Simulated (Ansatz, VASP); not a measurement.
**Te6Mo3H in VASP and in Ansatz**

```
Te Mo H
1.0
     3.43343    0.00000    0.00000
    -1.71672    2.97344    0.00000
     0.00000    0.00000   20.77043
Te Mo H
6 3 1
Direct
  0.00000 0.00000 0.91258
  0.33333 0.66667 0.59178
  0.33333 0.66667 0.23331
  0.33333 0.66667 0.76669
  0.33333 0.66667 0.40822
  0.00000 0.00000 0.08742
  0.00000 0.00000 0.67915
  0.00000 0.00000 0.32085
  0.33333 0.66667 0.00000
  0.94769 0.55718 0.50234
```

Alike in both runs: task single point; functional PBEsol; dispersion D3(BJ); k mesh 9 × 9 × 2; occupations gaussian, width 0.05 eV; no spin polarisation.

```csv
,VASP,Ansatz
version,VASP 6.6.1,Ansatz 0.2.0
potentials or method,"VASP PAW PBE potentials, release 64 (Te, Mo_sv, H), cutoff 400 eV","scalar-relativistic, plane waves, PAW"
valence electrons in the cell,79,139
```

|  | VASP | Ansatz | Ansatz less VASP |
| --- | --- | --- | --- |
| gap on the k mesh at the Fermi level (eV) | none | none | - |
| pressure (GPa) | -0.5 | -0.4 | +0.08 |
| traceless stress, the component that is largest in VASP (GPa) | 0.45 | 0.45 | -0.001 |
| rms of the force components (eV/Å) | 0.104 | 0.098 | -0.0061 |

VASP's potentials were made for PBE, not for PBEsol, and Ansatz warns of the same on its side. Atom by atom the forces differ by 0.014 eV/Å (rms over components). A gap of «none» marks a metal or a gap that the smearing closes. VASP's potentials hold 79 valence electrons a cell and Ansatz's 139, so a difference there can come from the potentials and not from the codes.

Neither program's run includes spin-orbit coupling.
